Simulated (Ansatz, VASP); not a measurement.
One calculation of SiC, two programs

Contents of INCAR:

```
PREC = Accurate ; ENCUT = 520
EDIFF = 1E-7 ; ISMEAR = 0
SIGMA = 0.05 ; LREAL = False
LASPH = True ; NELM = 60
ALGO = Normal ; ISIF = 2
LWAVE = False ; LCHARG = False
GGA = PS ; NBANDS = 11
```

Contents of KPOINTS:

```
Automatic mesh
0
Gamma
  10 10 10
```

File POSCAR:

```
SiC
1.0
    0.0000000000      2.2147686909      2.2147686909
    2.2147686909      0.0000000000      2.2147686909
    2.2147686909      2.2147686909      0.0000000000
Si C
1 1
Direct
    0.0035337978     -0.0035337978      0.0035337978
    0.7417370152      0.7582629848      0.7417370152
```

Input for Ansatz:

```yaml
crystal:
  lattice:
    - [0.0, 2.2147686909, 2.2147686909]
    - [2.2147686909, 0.0, 2.2147686909]
    - [2.2147686909, 2.2147686909, 0.0]
  atoms:
    - { symbol: Si, position: [0.0035337978, -0.0035337978, 0.0035337978] }
    - { symbol: C, position: [0.7417370152, 0.7582629848, 0.7417370152] }
basis:
  ecutwfc: 520.0
kpoints:
  mp_grid: { grid: [10, 10, 10] }
hamiltonian:
  xc: pbesol
scf:
  occupations: { method: gaussian, width: 0.05 }
output:
  forces: true
  stress: true
  eigenvalues: true
```

Change from the starting cell: mode 6 frozen in at -0.036 Å, equal normal strain along x, y and z +0.0167.

Alike in both runs: task single point; functional PBEsol; k mesh 10 × 10 × 10; occupations gaussian, width 0.05 eV; no spin polarisation.

|  | VASP | Ansatz |
| --- | --- | --- |
| version | VASP 6.6.1 | Ansatz 0.2.0 |
| potentials or method | VASP PAW PBE potentials, release 64 (Si, C), cutoff 520 eV | scalar-relativistic, plane waves, PAW |
| valence electrons in the cell | 8 | 8 |

|  | VASP | Ansatz | Ansatz less VASP |
| --- | --- | --- | --- |
| gap on the k mesh at the Fermi level (eV) | 1.03 | 1.04 | +0.008 |
| least direct gap on the mesh (eV) | 4.26 | 4.27 | +0.007 |
| pressure (GPa) | -9.4 | -9.7 | -0.32 |
| traceless stress, the component that is largest in VASP (GPa) | -2.35 | -2.30 | +0.045 |
| rms of the force components (eV/Å) | 0.516 | 0.514 | -0.0018 |

VASP's potentials were made for PBE, not for PBEsol. Atom by atom the forces differ by 0.002 eV/Å (rms over components).
